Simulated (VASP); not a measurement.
# TaN (Fm-3m) in VASP: settings compared, part 3 of 3

VASP 6.6.1.

## 7. Relaxation of cell and atoms, r2SCAN+D4

This run uses another cell than the first one, of 10.35 Å³/atom.

POSCAR

```
TaN
1.0
    0.0000000000      2.1790000000      2.1790000000
    2.1790000000      0.0000000000      2.1790000000
    2.1790000000      2.1790000000      0.0000000000
Ta N
1 1
Direct
    0.5000000000      0.5000000000      0.5000000000
    0.0000000000      0.0000000000      0.0000000000
```

INCAR.step1

```
  ALGO = Normal
  EDIFF = 1E-4
  ENCUT = 600
  GGA = PE
  ISMEAR = 1
  LASPH = True
  LCHARG = False
  LREAL = False
  LWAVE = True
  NELM = 100
  PREC = Accurate
  SIGMA = 0.05
```

INCAR.step2

```
  ALGO = Normal
  EDIFF = 1E-6
  EDIFFG = -0.01
  ENCUT = 600
  IBRION = 2
  ISIF = 3
  ISMEAR = 1
  ISTART = 1
  IVDW = 13
  LASPH = True
  LCHARG = False
  LMIXTAU = True
  LREAL = False
  LWAVE = False
  METAGGA = R2SCAN
  NELM = 100
  NSW = 80
  PREC = Accurate
  SIGMA = 0.05
  VDW_A1 = 0.51559235
  VDW_A2 = 5.77342911
  VDW_S6 = 1.0
  VDW_S8 = 0.6018749
```

KPOINTS

```
k-points
0
Gamma
  10 10 10
```

Potentials or basis: VASP PAW PBE potentials, release 64 (Ta_pv, N).

Started as:

```sh
> cat potpaw_PBE.64/Ta_pv/POTCAR potpaw_PBE.64/N/POTCAR > POTCAR
> cp INCAR.step1 INCAR
> mpirun -np 1 vasp_std > vasp.out
> cp INCAR.step2 INCAR
> mpirun -np 1 vasp_std > vasp.out
```

OUTCAR:

```text
EDIFF = 1E-6
   EDIFFG = -0.01
   ENCUT = 600
   IBRION = 2
   ISIF = 3
   ISMEAR = 1
   ISTART = 1
   IVDW = 13
   LASPH = True
   LREAL = False
   METAGGA = R2SCAN
   NELM = 100
   NSW = 80
   PREC = Accurate

 ion  position               nearest neighbor table
   1  0.500  0.500  0.500-   2 2.18   2 2.18   2 2.18   2 2.18   2 2.18   2 2.18
   2  0.000  0.000  0.000-   1 2.18   1 2.18   1 2.18   1 2.18   1 2.18   1 2.18

  LATTYP: Found a face centered cubic cell.
 ALAT       =     4.3580000000

  Lattice vectors:

 A1 = (   0.0000000000,   2.1790000000,   2.1790000000)
 A2 = (   2.1790000000,   0.0000000000,   2.1790000000)
 A3 = (   2.1790000000,   2.1790000000,   0.0000000000)

Analysis of symmetry for initial positions (statically):
=====================================================================
 Subroutine PRICEL returns:
 Original cell was already a primitive cell.

 Routine SETGRP: Setting up the symmetry group for a
 face centered cubic supercell.

 Subroutine GETGRP returns: Found 48 space group operations
 (whereof 48 operations were pure point group operations)
 out of a pool of 48 trial point group operations.

The static configuration has the point symmetry O_h .

Analysis of symmetry for dynamics (positions and initial velocities):
=====================================================================
 Subroutine PRICEL returns:
 Original cell was already a primitive cell.

 Routine SETGRP: Setting up the symmetry group for a
 face centered cubic supercell.

 Subroutine GETGRP returns: Found 48 space group operations
 (whereof 48 operations were pure point group operations)
 out of a pool of 48 trial point group operations.

The dynamic configuration has the point symmetry O_h .

 Subroutine INISYM returns: Found 48 space group operations
 (whereof 48 operations are pure point group operations),
 and found     1 'primitive' translations

----------------------------------------------------------------------------------------

                                     Primitive cell

  volume of cell :      20.6920

  direct lattice vectors                    reciprocal lattice vectors
     0.000000000  2.179000000  2.179000000    -0.229463056  0.229463056  0.229463056
     2.179000000  0.000000000  2.179000000     0.229463056 -0.229463056  0.229463056
     2.179000000  2.179000000  0.000000000     0.229463056  0.229463056 -0.229463056

  length of vectors
     3.081571352  3.081571352  3.081571352     0.397441672  0.397441672  0.397441672

  position of ions in fractional coordinates (direct lattice)
     0.500000000  0.500000000  0.500000000
     0.000000000  0.000000000  0.000000000

  ion indices of the primitive-cell ions
   primitive index   ion index
                 1           1
                 2           2

----------------------------------------------------------------------------------------

 KPOINTS: k-points

Automatic generation of k-mesh.
 Grid dimensions read from file:
 generate k-points for:   10   10   10

 Generating k-lattice:

  Cartesian coordinates                     Fractional coordinates (reciprocal lattice)
    -0.022946306  0.022946306  0.022946306     0.100000000  0.000000000  0.000000000
     0.022946306 -0.022946306  0.022946306     0.000000000  0.100000000  0.000000000
     0.022946306  0.022946306 -0.022946306     0.000000000  0.000000000  0.100000000

  Length of vectors
     0.039744167  0.039744167  0.039744167

  Shift w.r.t. Gamma in fractional coordinates (k-lattice)
     0.000000000  0.000000000  0.000000000

 Subroutine IBZKPT returns following result:
 ===========================================

 Found     47 irreducible k-points:

 Following reciprocal coordinates:
            Coordinates               Weight
  0.000000  0.000000  0.000000      1.000000
  0.100000  0.000000  0.000000      8.000000
  0.200000  0.000000  0.000000      8.000000
  0.300000  0.000000  0.000000      8.000000
  0.400000  0.000000  0.000000      8.000000
  0.500000  0.000000  0.000000      4.000000
[... 16 lines left out ...]
  0.300000  0.300000  0.000000      6.000000
  0.400000  0.300000  0.000000     24.000000
 [... further k-points ...]
   k-points           NKPTS =     47   k-points in BZ     NKDIM =     47   number of bands    NBANDS=     12
   number of dos      NEDOS =    301   number of ions     NIONS =      2
   total plane-waves  NPLWV =  21952
   dimension x,y,z NGX =    28 NGY =   28 NGZ =   28
   dimension x,y,z NGXF=    56 NGYF=   56 NGZF=   56
   ions per type =               1   1
   NGX,Y,Z   is equivalent  to a cutoff of  15.11, 15.11, 15.11 a.u.
   NGXF,Y,Z  is equivalent  to a cutoff of  30.21, 30.21, 30.21 a.u.
 SYSTEM =  unknown system
   PREC   = accura    normal or accurate (medium, high low for compatibility)
   ISTART =      1    job   : 0-new  1-cont  2-samecut
   ICHARG =      0    charge: 1-file 2-atom 10-const
   ISPIN  =      1    spin polarized calculation?
   LNONCOLLINEAR =      F non collinear calculations
   LSORBIT =      F    spin-orbit coupling
   LASPH  =      T    aspherical Exc in radial PAW
   ENCUT  =  600.0 eV  44.10 Ry    6.64 a.u.   6.15  6.15  6.15*2*pi/ulx,y,z
   NELM   =    100;   NELMIN=  2; NELMDL=  0     # of ELM steps
   EDIFF  = 0.1E-05   stopping-criterion for ELM
   LREAL  =      F    real-space projection
   EDIFFG = -.1E-01   stopping-criterion for IOM
   NSW    =     80    number of steps for IOM
   IBRION =      2    ionic relax: 0-MD 1-quasi-New 2-CG
   NFREE  =      1    steps in history (QN), initial steepest desc. (CG)
   ISIF   =      3    stress and relaxation
   ISYM   =      2    0-nonsym 1-usesym 2-fastsym
   POTIM  = 0.5000    time-step for ionic-motion
   TEBEG  =    0.0;   TEEND  =   0.0 temperature during run
   PSTRESS=    0.0 pullay stress
   NELECT =      16.0000    total number of electrons
   NUPDOWN=      -1.0000    fix difference up-down
   EMIN   =  10.00;   EMAX   =-10.00  energy-range for DOS
   EFERMI =   0.00;   METHOD = LEGACY
   ISMEAR =     1;   SIGMA  =   0.05  broadening in eV -4-tet -1-fermi 0-gaus
   EFERMI_NEDOS =   21; number of points for ismear=-14 and -15
   IALGO  =     38    algorithm
   IMIX   =      4    mixing-type and parameters
     AMIX     =   0.40;   BMIX     =  1.00
     AMIX_MAG =   1.60;   BMIX_MAG =  1.00
  volume/ion in A,a.u.               =      10.35        69.82
  Fermi-wavevector in a.u.,A,eV,Ry     =   1.502615  2.839530 30.719922  2.257851
  Thomas-Fermi vector in A             =   2.613832
   LORBIT       =      0    0 simple, 1 ext, 2 COOP (PROOUT), +10 PAW based schemes
   METAGGA = R2SCAN    functional components
   LHFCALC =     F    Hartree Fock is set to
   AEXX    =    0.0000 exact exchange contribution
   IVDW    =    13    specifies the selected vdW correction
   LEPSILON=     F    determine dielectric tensor
   LRPA    =     F    only Hartree local field effects (RPA)
 conjugate gradient relaxation of ions
 non-spin polarized calculation
 Methfessel and Paxton  Order N= 1 SIGMA  =   0.05
  energy-cutoff  :      600.00
  volume of cell :       20.69
 maximum number of plane-waves:       701
 NGX is ok and might be reduce to    28
   NGX = 13   NGY = 13   NGZ = 13

--------------------------------------- Ionic step        1  -------------------------------------------

 number of electron      16.0000001 magnetization

 Free energy of the ion-electron system (eV)
  ---------------------------------------------------
  ext. energy  EPLUGINS =         0.00000000
  ---------------------------------------------------
  free energy    TOTEN  =       -59.61440896 eV

  energy without entropy =      -59.61390835  energy(sigma->0) =      -59.61424209

------------------------ aborting loop because EDIFF is reached ----------------------------------------

  DFT-D4 for vdW energy calculation

  Edisp (eV):   -0.23596
[... 111 lines left out ...]
--------------------------------------- Ionic step        4  -------------------------------------------

 number of electron      15.9999999 magnetization

 Free energy of the ion-electron system (eV)
  ---------------------------------------------------
  ext. energy  EPLUGINS =         0.00000000
  ---------------------------------------------------
  free energy    TOTEN  =       -59.63739687 eV

  energy without entropy =      -59.63691454  energy(sigma->0) =      -59.63723610

 E-fermi :   9.6725     XC(G=0): -14.4651

 val. band max:        9.5420024241   @ k =  -0.2000   0.2000   0.0000
 cond. band min:       9.6848314757   @ k =  -0.3000   0.3000   0.1000
 fundamental gap:      0.1428290516
 Fermi energy:         9.6725378567

 k-point     1 :       0.0000    0.0000    0.0000
  band No.  band energies     occupation
      1     -27.5429      2.00000
      2     -27.5429      2.00000
      3     -27.5429      2.00000
      4     -10.3912      2.00000
      5       5.4877      2.00000
      6       5.4877      2.00000
      7       5.4877      2.00000
      8       7.4497      2.00000
      9       7.4497      2.00000
     10       7.4497      2.00000
     11       9.7463     -0.05756
     12       9.7463     -0.05756
[... 331 lines left out ...]
 k-point    24 :       0.4000    0.3000    0.0000
  band No.  band energies     occupation
      1     -28.1655      2.00000
      2     -27.7895      2.00000
      3     -27.7631      2.00000
      4      -8.8447      2.00000
      5       1.2337      2.00000
      6       3.4083      2.00000
      7       4.0566      2.00000
      8       5.5803      2.00000
      9      11.8832      0.00000
     10      12.5834      0.00000
     11      12.6725      0.00000
     12      13.7719      0.00000

 [... further k-points ...]

------------------------ aborting loop because EDIFF is reached ----------------------------------------

  DFT-D4 for vdW energy calculation

  Edisp (eV):   -0.22953
[... 25 lines left out ...]
  FREE ENERGIE OF THE ION-ELECTRON SYSTEM (eV)
  ---------------------------------------------------
  free  energy   TOTEN  =       -59.8669269008 eV

  energy  without entropy=      -59.8664445708  energy(sigma->0) =      -59.86676612

 reached required accuracy - stopping structural energy minimisation
```

It took 5.6 min on 1 thread of Intel Xeon 8259CL, shared host; peak memory 0.18 GiB.

Results:

| Item | Value |
| --- | --- |
| Free energy | -59.8669 eV |
| Relaxed volume | 10.62 Å³/atom |
| Relaxed cell | a = 3.109 Å, b = 3.109 Å, c = 3.109 Å, α = 60.00°, β = 60.00°, γ = 60.00° |
| Space group after relaxing (to 0.1 Å) | Fm-3m (No. 225) |
| Energy gained by relaxing | 8.3 meV/atom |
| Ionic steps | 4 |
| Pressure after relaxing | 0.0 GPa |
| Band gap on the k mesh | zero (bands 8 and 9 overlap by 4.09 eV) |
| Dispersion energy per atom | -0.115 eV |

Step by step:
```tsv
step	energy change (eV)	largest force (eV/Å)	pressure (GPa)	volume (Å³)
1	0.0000	0.0000	9.89	20.69
2	0.0769	0.0000	-19.89	22.66
3	-0.0165	0.0000	-0.23	21.26
4	-0.0166	0.0000	-0.01	21.24
```

Final structure:
```cif
data_structure
_symmetry_space_group_name_H-M 'P 1'
_symmetry_Int_Tables_number 1
_cell_length_a 3.1087
_cell_length_b 3.1087
_cell_length_c 3.1087
_cell_angle_alpha 60.000
_cell_angle_beta 60.000
_cell_angle_gamma 60.000
_cell_volume 21.24
loop_
_atom_site_label
_atom_site_type_symbol
_atom_site_fract_x
_atom_site_fract_y
_atom_site_fract_z
_atom_site_occupancy
Ta1 Ta 0.50000 0.50000 0.50000 1
N1 N 0.00000 0.00000 0.00000 1
```

Caveat: the PAW data sets were made with another functional, which shifts forces and pressure a little; spin-orbit coupling is left out, which moves the levels of the heavy elements. Zero-point motion and thermal expansion aren't in these numbers.

## 8. Overview

```tsv
task	level	potentials or basis	cell	cutoff (eV)	gap on the mesh (eV)	pressure (GPa)	relaxed volume (Å³/atom)
single point	LDA	VASP PAW LDA potentials, release 64 (Ta_pv, N)	a = 3.074 Å, angles 60.0°, 2 atoms	520	none	2.0	-
single point	PBEsol	VASP PAW PBE potentials, release 64 (Ta_pv, N)	a = 3.094 Å, angles 60.0°, 2 atoms	520	none	1.0	-
single point	r2SCAN+D4	VASP PAW PBE potentials, release 64 (Ta_pv, N)	a = 3.103 Å, angles 60.0°, 2 atoms	520	none	2.0	-
relaxation of cell and atoms	PBEsol	VASP PAW PBE potentials, release 64 (Ta_pv, N)	relaxed from a = 3.082 Å, angles 60.0°, 2 atoms	600	-	0.0	10.50
relaxation of cell and atoms	LDA	VASP PAW LDA potentials, release 64 (Ta_pv, N)	relaxed from a = 3.082 Å, angles 60.0°, 2 atoms	600	-	0.0	10.33
relaxation of cell and atoms	r2SCAN+D4	VASP PAW PBE potentials, release 64 (Ta_pv, N)	relaxed from a = 3.082 Å, angles 60.0°, 2 atoms	600	none	0.0	10.62
```

Alike in all rows: no spin polarisation; k mesh 10 × 10 × 10; smearing methfessel-paxton 0.05 eV.

Caveats: spin-orbit coupling is left out, which moves the levels of the heavy elements; the PAW data sets were made with another functional, which shifts forces and pressure a little (at least some runs); the highest band is partly filled, so the run has too few bands (at least some runs).

Total energies depend on the potentials used, so only differences within one code and one set of settings carry meaning.
